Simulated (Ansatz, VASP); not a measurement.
## Mo2Ir: VASP beside Ansatz

```
Mo Ir
1.0
     4.42640    0.00000    0.00000
    -2.21320    3.83338    0.00000
     0.00000    0.00000    2.71824
Mo Ir
2 1
Cartesian
  0.0000 2.5556 1.3591
  2.2132 1.2778 1.3591
  0.0000 0.0000 0.0000
```

Alike in both runs: functional PBE; k mesh 12 × 12 × 16; occupations gaussian, width 0.1 eV; no spin polarisation.

Ansatz relaxed the structure, and its values are those at the end. VASP's run is a single point on that final structure, the one shown.

|  | VASP | Ansatz |
| --- | --- | --- |
| version | VASP 6.6.1 | Ansatz 0.2.0 |
| potentials or method | VASP PAW PBE potentials, release 64 (Mo_sv, Ir), cutoff 520 eV | scalar-relativistic, plane waves, PAW |
| valence electrons in the cell | 37 | 45 |

```tsv
	VASP	Ansatz	Ansatz less VASP
gap on the k mesh at the Fermi level (eV)	none	none	-
pressure (GPa)	0.4	0.0	-0.44
```

A gap of «none» marks a metal or a gap that the smearing closes. VASP's potentials hold 37 valence electrons a cell and Ansatz's 45, so a difference there can come from the potentials and not from the codes.

Neither program's run includes spin-orbit coupling.
